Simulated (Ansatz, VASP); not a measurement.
**GaN: VASP beside Ansatz**

File POSCAR:

```
GaN
1.0
    0.0000000000      2.2489526376      2.2489526376
    2.2489526376      0.0000000000      2.2489526376
    2.2489526376      2.2489526376      0.0000000000
Ga N
1 1
Direct
    0.0000000000      0.0000000000      0.0000000000
    0.7500000000      0.7500000000      0.7500000000
```

INCAR.step1

```
PREC = Accurate
ENCUT = 520
ISMEAR = 0
SIGMA = 0.01
LREAL = F
LASPH = T
NELM = 60
NBANDS = 16
GGA = PE
ALGO = Normal
EDIFF = 1E-4
LWAVE = T
LCHARG = F
```

The input INCAR.step2:

```
PREC = Accurate
ENCUT = 520
EDIFF = 1E-6
ISMEAR = 0
SIGMA = 0.01
LREAL = F
LASPH = T
NELM = 60
ALGO = Normal
ISIF = 2
LWAVE = F
LCHARG = F
METAGGA = R2SCAN
LMIXTAU = T
NBANDS = 16
ISTART = 1
```

The input KPOINTS:

```
regular mesh
0
Gamma
  8 8 8
```

Input for Ansatz:

```yaml
crystal:
  lattice:
    - [0.0, 2.2489526376, 2.2489526376]
    - [2.2489526376, 0.0, 2.2489526376]
    - [2.2489526376, 2.2489526376, 0.0]
  atoms:
    - { symbol: Ga, position: [0.0, 0.0, 0.0] }
    - { symbol: "N", position: [0.75, 0.75, 0.75] }
kpoints:
  mp_grid: { grid: [8, 8, 8] }
hamiltonian:
  xc: r2scan
scf:
  occupations: { method: fixed }
  n_extra_bands: 4
output:
  forces: true
  stress: true
  eigenvalues: true
```

Alike in both runs: task single point; functional r2SCAN; k mesh 8 × 8 × 8; no spin polarisation.

|  | VASP | Ansatz |
| --- | --- | --- |
| version | VASP 6.6.1 | Ansatz 0.2.0 |
| potentials or method | VASP PAW PBE potentials, release 64 (Ga_d, N) | plane waves, PAW |
| plane-wave cutoff (eV) | 520 | 500 |
| occupations | gaussian, width 0.01 eV | fixed |
| valence electrons in the cell | 18 | 18 |

Ansatz gave:

```
gap on the k mesh at the Fermi level (eV) : 2.17
pressure (GPa)                            : 0.0
```

**Question.** Which values does VASP return?

**Answer.** gap on the k mesh at the Fermi level (eV): 2.16; pressure (GPa): 1.1.

VASP's potentials were made for PBE, not for r2SCAN.
